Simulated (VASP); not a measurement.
The system is ScAgTe2.

```
Ag Sc Te
1.0
     2.20478    1.27293    7.20079
    -2.20478    1.27293    7.20079
     0.00000   -2.54586    7.20079
Ag Sc Te
1 1 2
Direct
  0.00000 0.00000 0.00000
  0.50000 0.50000 0.50000
  0.25000 0.25000 0.25000
  0.75000 0.75000 0.75000
```

- Program: VASP 6.6.1
- Task: relaxation of cell and atoms
- Functional: PBE
- Potentials or basis: VASP PAW PBE potentials, release 64 (Ag, Sc_sv, Te)
- Cutoff: 600 eV
- k mesh: 6 × 6 × 6
- Occupations: fermi-dirac, width 0.02 eV
- Spin: no spin polarisation

At the start: pressure -5.2 GPa; volume 30.31 Å³/atom.

Task: How do energy, volume and symmetry change on relaxing?

Result: Over 9 steps the energy falls by 68.5 meV/atom and the volume is 27.11 Å³/atom (-10.6 %); space group R-3m (No. 166, to 0.1 Å) before and after.

Step by step:
| step | energy change (eV) | largest force (eV/Å) | pressure (GPa) | volume (Å³) |
| --- | --- | --- | --- | --- |
| 1 | 0.0000 | 0.5942 | -5.16 | 121.26 |
| 2 | -0.2497 | 0.1603 | 1.66 | 104.91 |
| 3 | -0.2621 | 0.2463 | 0.16 | 107.50 |
| 4 | -0.2676 | 0.1726 | 0.12 | 107.72 |
| 5 | -0.2734 | 0.0110 | 0.07 | 108.27 |
| 6 | -0.2735 | 0.0159 | 0.09 | 108.29 |
| 7 | -0.2737 | 0.0000 | -0.10 | 108.63 |
| 8 | -0.2737 | 0.0001 | -0.10 | 108.64 |
| 9 | -0.2740 | 0.0008 | -0.01 | 108.45 |

Final structure:
```
Ag Sc Te
1.0
     2.11235    1.21957    7.01627
    -2.11235    1.21957    7.01627
     0.00000   -2.43914    7.01627
Ag Sc Te
1 1 2
Direct
  0.00000 0.00000 0.00000
  0.50000 0.50000 0.50000
  0.24688 0.24688 0.24688
  0.75312 0.75312 0.75312
```
